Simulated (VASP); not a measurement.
# BN (F-43m) in VASP: a series of runs, part 2 of 2

VASP 6.6.1. Earlier steps stand in the parts before.

## (5) Single point, PBE (volume scaled by 0.96)

INCAR

```
PREC = Accurate
ENCUT = 520
EDIFF = 1E-7
ISMEAR = -1
SIGMA = 0.03
LREAL = False
LASPH = True
NELM = 100
ALGO = Normal
ISIF = 2
LWAVE = False
LCHARG = False
GGA = PE
NBANDS = 11
```

KPOINTS

```
Automatic mesh
0
Gamma
  13 13 13
```

POSCAR

```
BN
1.0
    0.0000000000      1.7830713297      1.7830713297
    1.7830713297      0.0000000000      1.7830713297
    1.7830713297      1.7830713297      0.0000000000
B N
1 1
Direct
    0.0000000000      0.0000000000      0.0000000000
    0.7500000000      0.7500000000      0.7500000000
```

Potentials or basis: VASP PAW PBE potentials, release 64 (B, N).

Run with:

```
cat potpaw_PBE.64/B/POTCAR potpaw_PBE.64/N/POTCAR > POTCAR
mpirun -np 1 vasp_std > vasp.out
```

OUTCAR:

```text
PREC = Accurate
   ENCUT = 520
   EDIFF = 1E-7
   ISMEAR = -1
   LREAL = False
   LASPH = True
   NELM = 100
   ISIF = 2
   GGA = PE

 ion  position               nearest neighbor table
   1  0.000  0.000  0.000-   2 1.54   2 1.54   2 1.54   2 1.54
   2  0.750  0.750  0.750-   1 1.54   1 1.54   1 1.54   1 1.54

  LATTYP: Found a face centered cubic cell.
 ALAT       =     3.5661426594

  Lattice vectors:

 A1 = (   0.0000000000,   1.7830713297,   1.7830713297)
 A2 = (   1.7830713297,   0.0000000000,   1.7830713297)
 A3 = (   1.7830713297,   1.7830713297,   0.0000000000)

Analysis of symmetry for initial positions (statically):
=====================================================================
 Subroutine PRICEL returns:
 Original cell was already a primitive cell.

 Routine SETGRP: Setting up the symmetry group for a
 face centered cubic supercell.

 Subroutine GETGRP returns: Found 24 space group operations
 (whereof 24 operations were pure point group operations)
 out of a pool of 48 trial point group operations.

The static configuration has the point symmetry T_d .

Analysis of symmetry for dynamics (positions and initial velocities):
=====================================================================
 Subroutine PRICEL returns:
 Original cell was already a primitive cell.

 Routine SETGRP: Setting up the symmetry group for a
 face centered cubic supercell.

 Subroutine GETGRP returns: Found 24 space group operations
 (whereof 24 operations were pure point group operations)
 out of a pool of 48 trial point group operations.

The dynamic configuration has the point symmetry T_d .

 Subroutine INISYM returns: Found 24 space group operations
 (whereof 24 operations are pure point group operations),
 and found     1 'primitive' translations

----------------------------------------------------------------------------------------

[... 111 lines left out ...]
     AMIX     =   0.40;   BMIX     =  1.00
     AMIX_MAG =   1.60;   BMIX_MAG =  1.00
  volume/ion in A,a.u.               =       5.67        38.26
  Fermi-wavevector in a.u.,A,eV,Ry     =   1.457447  2.754176 28.900840  2.124152
  Thomas-Fermi vector in A             =   2.574247
   LORBIT       =      0    0 simple, 1 ext, 2 COOP (PROOUT), +10 PAW based schemes
   GGA     = PE    functional components
   LHFCALC =     F    Hartree Fock is set to
   AEXX    =    0.0000 exact exchange contribution
   IVDW    =     0    specifies the selected vdW correction
   LEPSILON=     F    determine dielectric tensor
   LRPA    =     F    only Hartree local field effects (RPA)
 non-spin polarized calculation
  energy-cutoff  :      520.00
  volume of cell :       11.34
 maximum number of plane-waves:       322
   NGX =  9   NGY =  9   NGZ =  9

 number of electron       7.9999998 magnetization

 Free energy of the ion-electron system (eV)
  ---------------------------------------------------
  ext. energy  EPLUGINS =         0.00000000
  ---------------------------------------------------
  free energy    TOTEN  =       -17.41506700 eV

  energy without entropy =      -17.41506700  energy(sigma->0) =      -17.41506700

 E-fermi :   8.6056     XC(G=0): -13.0248

 val. band max:        7.9142145595   @ k =   0.0000   0.0000   0.0000
 cond. band min:      12.4936722326   @ k =   0.4615   0.4615   0.0000
 fundamental gap:      4.5794576731
 Fermi energy:         8.6056143239

 k-point     1 :       0.0000    0.0000    0.0000
  band No.  band energies     occupation
      1     -12.7882      2.00000
      2       7.9142      2.00000
      3       7.9142      2.00000
      4       7.9142      2.00000
      5      16.9292      0.00000
      6      16.9292      0.00000
      7      16.9292      0.00000
      8      18.9360      0.00000
      9      33.4429      0.00000
     10      36.1854      0.00000
     11      36.1854      0.00000
[... 309 lines left out ...]
 k-point    24 :       0.4615    0.1538    0.0000
  band No.  band energies     occupation
      1      -8.6436      2.00000
      2      -1.6638      2.00000
      3       4.5449      2.00000
      4       4.9644      2.00000
      5      17.0183      0.00000
      6      20.5366      0.00000
      7      20.7593      0.00000
      8      23.0670      0.00000
      9      29.2894      0.00000
     10      34.9551      0.00000
     11      36.6083      0.00000

 [... further k-points ...]
[... 5 lines left out ...]
  --------------------------------------------------------------------------------------
  -------------------------------------------------------------------------------------
  Total        1.4328269      1.4328269      1.4328269      0.0000000      0.0000000     -0.0000000
  in kB      202.4734918    202.4734918    202.4734918      0.0000000      0.0000000     -0.0000000
  external PRESSURE =     202.4734918 kB  Pullay stress =       0.0000000 kB

 VOLUME and BASIS-vectors are now :
 -----------------------------------------------------------------------------
  energy-cutoff  :      520.00
  volume of cell :       11.34
      direct lattice vectors                 reciprocal lattice vectors
     0.000000000  1.783071330  1.783071330    -0.280415030  0.280415030  0.280415030
     1.783071330  0.000000000  1.783071330     0.280415030 -0.280415030  0.280415030
     1.783071330  1.783071330  0.000000000     0.280415030  0.280415030 -0.280415030

 POSITION                                       TOTAL-FORCE (eV/Angst)
 -----------------------------------------------------------------------------------
      0.00000      0.00000      0.00000         0.000000      0.000000      0.000000
      2.67461      2.67461      2.67461        -0.000000     -0.000000     -0.000000
 -----------------------------------------------------------------------------------
    total drift:                               -0.000000     -0.000000     -0.000000

  FREE ENERGIE OF THE ION-ELECTRON SYSTEM (eV)
  ---------------------------------------------------
  free  energy   TOTEN  =       -17.4150669954 eV

  energy  without entropy=      -17.4150669954  energy(sigma->0) =      -17.41506700
```

It took 7.5 s on 1 thread of Intel Xeon Platinum 8488C (Sapphire Rapids), shared host; peak memory 0.12 GiB.

What came out:

| Quantity | Value |
| --- | --- |
| Free energy | -17.4151 eV |
| Pressure | 20.2 GPa |
| Band gap on the k mesh | 4.58 eV, indirect (least direct gap 9.02 eV) |

Levels at points of the mesh, in eV from the valence-band top:
```csv
k point,band 1,band 2,band 3,band 4,band 5,band 6,band 7,band 8
"(0.00, 0.00, 0.00)",-20.70,0.00,0.00,0.00,9.02,9.02,9.02,11.02
```

 A k mesh can miss the band edges.

## (6) Single point, PBE (volume scaled by 1.01)

INCAR

```
SYSTEM = BN
PREC = Accurate
ENCUT = 520
EDIFF = 1E-6
ISMEAR = -1
SIGMA = 0.03
LREAL = .FALSE.
LASPH = .TRUE.
NELM = 60
ALGO = Normal
ISIF = 2
LWAVE = .FALSE.
LCHARG = .FALSE.
GGA = PE
NBANDS = 11
```

KPOINTS

```
Automatic mesh
0
G
  13 13 13
  0 0 0
```

POSCAR

```
BN
1.0
    0.0000000000      1.8135050275      1.8135050275
    1.8135050275      0.0000000000      1.8135050275
    1.8135050275      1.8135050275      0.0000000000
B N
1 1
Direct
    0.0000000000      0.0000000000      0.0000000000
    0.7500000000      0.7500000000      0.7500000000
```

Potentials or basis: VASP PAW PBE potentials, release 64 (B, N).

Run with:

```
cat potpaw_PBE.64/B/POTCAR potpaw_PBE.64/N/POTCAR > POTCAR
mpirun -np 1 vasp_std > vasp.out
```

Run time: 7.1 s. Hardware: 1 thread of Intel Xeon Platinum 8488C (Sapphire Rapids), shared host; peak memory 0.12 GiB.

The run converged. Its results:

| Property | Result |
| --- | --- |
| Free energy | -17.4510 eV |
| Pressure | -0.5 GPa |
| Band gap on the k mesh | 4.52 eV, indirect (least direct gap 8.77 eV) |

Levels at points of the mesh, in eV from the valence-band top:
```tsv
k point	band 1	band 2	band 3	band 4	band 5	band 6	band 7	band 8
(0.00, 0.00, 0.00)	-20.12	0.00	0.00	0.00	8.77	8.77	8.77	10.19
```

 A k mesh can miss the band edges.

## (7) Overview

```csv
cell,gap on the mesh (eV),pressure (GPa)
"a = 2.522 Å, angles 60.0°, 2 atoms",4.58,20.2
"a = 2.548 Å, angles 60.0°, 2 atoms",4.55,7.2
"a = 2.556 Å, angles 60.0°, 2 atoms",4.53,3.3
"a = 2.565 Å, angles 60.0°, 2 atoms",4.52,-0.5
```

Alike in all rows: task single point; level PBE; potentials or basis VASP PAW PBE potentials, release 64 (B, N); no spin polarisation; k mesh 13 × 13 × 13; cutoff (eV) 520; smearing fermi-dirac 0.03 eV.

Total energies depend on the potentials used, so only differences within one code and one set of settings carry meaning.
